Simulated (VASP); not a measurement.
A run of VASP 6.6.1:

File INCAR:

```
ALGO = Normal
EDIFF = 1E-6
ENCUT = 520
GGA = PE
ISIF = 2
ISMEAR = 0
LASPH = True
LCHARG = False
LREAL = False
LWAVE = False
NBANDS = 16
NELM = 60
PREC = Accurate
SIGMA = 0.15
```

File KPOINTS:

```
k-points
0
Gamma
  18 18 10
```

File POSCAR:

```
Ir
1.0
    2.7478111495      0.0000000000      0.0000000000
   -1.3739055747      2.3796742603      0.0000000000
    0.0000000000      0.0000000000      4.6905000000
Ir
2
Direct
    0.6666666667      0.3333333333      0.7500000000
    0.3333333333      0.6666666667      0.2500000000
```

Potentials or basis: VASP PAW PBE potentials, release 64 (Ir).

Launch:

```console
$ cat potpaw_PBE.64/Ir/POTCAR > POTCAR
$ mpirun -np 1 vasp_std > vasp.out
```

Hardware: 1 thread of AMD EPYC 9R45 96-Core Processor (Zen 5), with other jobs on the host.

Question: Estimate the wall time of this run.

Answer: Run time: 43 s on 1 thread of AMD EPYC 9R45 96-Core Processor (Zen 5), with other jobs on the host, peak memory 0.18 GiB. Counts: scf iterations 12, k points 222.
